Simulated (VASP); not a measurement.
Wanted: the native input for a VASP 6.6.1 run.

| Property | Result |
| --- | --- |
| Task | single point |
| Functional | PBE |
| Dispersion | D3(BJ) |
| Potentials or basis | VASP PAW PBE potentials, release 64 (C, N, H) |
| Cutoff | 520 eV |
| k mesh | 1 × 1 × 1 |
| Occupations | fermi-dirac, width 0.02 eV |
| Spin | no spin polarisation |
| Dipole correction | no |
| Further INCAR settings | LREAL = Auto; ALGO = Normal; EDIFF = 1e-06; NBANDS = 72 |

The structure of H3C2N lies in POSCAR:

```
H3C2N
1.0
    8.3116590000      0.0000000000      0.0000000000
    0.0000000000      8.3116590000      0.0000000000
    0.0000000000      0.0000000000      8.3116590000
C N H
12 6 18
Direct
    0.5228198125      0.3971770257      0.1390095527
    0.5388214314      0.5270668587      0.2463286812
    0.0687347736      0.5617771374      0.3117789120
   -0.0157730244      0.4217810187      0.2564109042
    0.9252304504      0.1945099047      0.6455750892
    0.8678652481      0.3408224519      0.7108328193
    0.7997320391      0.9342418884      0.1456869200
    0.6660042237      0.9211879361      0.0387648242
    0.4538925382      0.6525412075      0.6990301214
    0.3226792629      0.7587053319      0.6492927585
    0.5073235079      0.0821857586      0.5843478420
    0.3742814762      0.1539042928      0.4920678291
    0.5724368625      0.6383081885      0.3201406602
   -0.0842070157      0.3032487257      0.2377263071
    0.7938367058      0.4507884647      0.7566600122
    0.5641713646      0.9170852654     -0.0565831683
    0.2151315399      0.8382562374      0.6284064349
    0.2806058333      0.2417808527      0.4257754078
    0.5610672911      0.4405979600      0.0191297550
    0.5931066229      0.2993385556      0.1801686041
    0.3962867100      0.3564871947      0.1456508261
    0.1640707349      0.5096094534      0.3778547700
    0.1125527407      0.6351319273      0.2139885671
   -0.0091919074      0.6289719056      0.3941692026
    1.0551804399      0.1886145714      0.6081577697
    0.8982803553      0.0960939326      0.7337644627
    0.8595997502      0.1634571389      0.5360542342
    0.8504078428      0.8276205749      0.1651415199
    0.8993511404      1.0045407301      0.0935192361
    0.7606904951      0.9860726962      0.2565793423
    0.5705238870      0.6776745774      0.6292726879
    0.4696174374      0.6665095380      0.8251541600
    0.4255708758      0.5401087797      0.6629362441
    0.5749634339      0.1876400367      0.6298622212
    0.4494650226      0.0190695985      0.6880936766
    0.5784525087     -0.0003128136      0.5097778915
```

These files were run (other wordings do the same):

INCAR

```
PREC = Accurate
ENCUT = 520
EDIFF = 1E-6
ISMEAR = -1
SIGMA = 0.02
LREAL = Auto
LASPH = T
NELM = 80
ALGO = Normal
ISIF = 2
LWAVE = F
LCHARG = T
GGA = PE
IVDW = 12
LELF = T
LVHAR = T
NBANDS = 72
```

KPOINTS

```
regular mesh
0
Gamma
  1 1 1
```

Potentials or basis: VASP PAW PBE potentials, release 64 (C, N, H).

The run is started by

```console
$ cat potpaw_PBE.64/C/POTCAR potpaw_PBE.64/N/POTCAR potpaw_PBE.64/H/POTCAR > POTCAR
$ mpirun -np 1 vasp_gam > vasp.out
```

Results of the run:

```
Pressure                   : 2.0 GPa
Largest force              : 5.592 eV/Å
Band gap on the k mesh     : 6.16 eV
Dispersion energy per atom : -0.041 eV
```

Caveat: the k points lie up to 0.76 Å⁻¹ apart.

Wall time 55 s on 1 thread of Intel(R) Xeon(R) Platinum 8488C (Sapphire Rapids), on a shared host, peak memory 0.54 GiB.
